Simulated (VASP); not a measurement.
Runs of VASP 6.6.1 on HfO2. The structure is that of space group I4/mmm (No. 139), or close to it. The cells are those of the table. 

| cell | gap on the mesh (eV) | pressure (GPa) |
| --- | --- | --- |
| a = 3.653, b = 3.557, c = 3.606 Å, angles 61.3, 58.7, 60.0°, 3 atoms | (c) | -3.4 |
| a = 3.653, b = 3.533, c = 3.583 Å, angles 61.8, 58.4, 59.8°, 3 atoms | 3.06 | (d) |
| a = 3.678, b = 3.678, c = 3.749 Å, angles 59.4, 59.4, 61.3°, 3 atoms | 3.18 | -19.2 |
| a = 3.678, b = 3.533, c = 3.608 Å, angles 62.0, 58.0, 60.0°, 3 atoms | (a) | -3.1 |
| a = 3.605, b = 3.533, c = 3.533 Å, angles 61.3, 59.3, 59.3°, 3 atoms | 3.39 | 7.0 |
| a = 3.629, b = 3.533, c = 3.558 Å, angles 61.6, 58.9, 59.6°, 3 atoms | 3.24 | (b) |

Alike in all rows: task single point; level PBE; potentials or basis VASP PAW PBE potentials, release 64 (Hf_pv, O); no spin polarisation; k mesh 8 × 8 × 8; cutoff (eV) 520; smearing gaussian 0.05 eV.

Problem. Fill in the values left out.

Solution. (a) 2.86; (b) 3.4; (c) 3.23; (d) 0.0.

Caveats: spin-orbit coupling is left out, which moves the levels of the heavy elements.

A k mesh can miss the band edges, and the runs leave out spin-orbit coupling on Hf.
